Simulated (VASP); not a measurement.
Write the native input for VASP 6.6.1 that does the following.

```yaml
Task: single point
Functional: PBEsol
Potentials_or_basis: VASP PAW PBE potentials, release 64 (Sn_d)
Cutoff: 520 eV
k_mesh: 11 × 11 × 11
Occupations: fermi-dirac, width 0.1 eV
Spin: no spin polarisation
Dipole_correction: no
Further_INCAR_settings: ALGO = Normal; EDIFF = 1e-07; NBANDS = 13
```

The structure of Sn lies in POSCAR:

```
Sn
1.0
   -1.9071997299      1.9071997299      1.9071997299
    1.9071997299     -1.9071997299      1.9071997299
    1.9071997299      1.9071997299     -1.9071997299
Sn
1
Direct
    0.0000000000      0.0000000000      0.0000000000
```

These files were run (other wordings do the same):

INCAR

```
SYSTEM = Sn
  PREC = Accurate
  ENCUT = 520
  EDIFF = 1E-7
  ISMEAR = -1
  SIGMA = 0.1
  LREAL = .False.
  LASPH = .True.
  NELM = 100
  ALGO = Normal
  ISIF = 2
  LWAVE = .False.
  LCHARG = .False.
  GGA = PS
  NBANDS = 13
```

KPOINTS

```
regular mesh
0
Gamma
  11 11 11
  0 0 0
```

Potentials or basis: VASP PAW PBE potentials, release 64 (Sn_d).

Run with:

```sh
$ cat potpaw_PBE.64/Sn_d/POTCAR > POTCAR
$ mpirun -np 1 vasp_std > vasp.out
```

Results of the run:

* Pressure: -2.7 GPa
* Band gap on the k mesh: zero (band 7 reaches 15.44 eV, above the bottom of band 8 at 5.36 eV)

Caveat: the PAW data sets were made with another functional, which shifts forces and pressure a little; spin-orbit coupling is left out, which moves the levels of the heavy elements.

It took 17 s on 1 thread of Intel(R) Xeon(R) Platinum 8259CL CPU @ 2.50GHz (Skylake/Cascade Lake), on a shared host, peak memory 0.16 GiB.
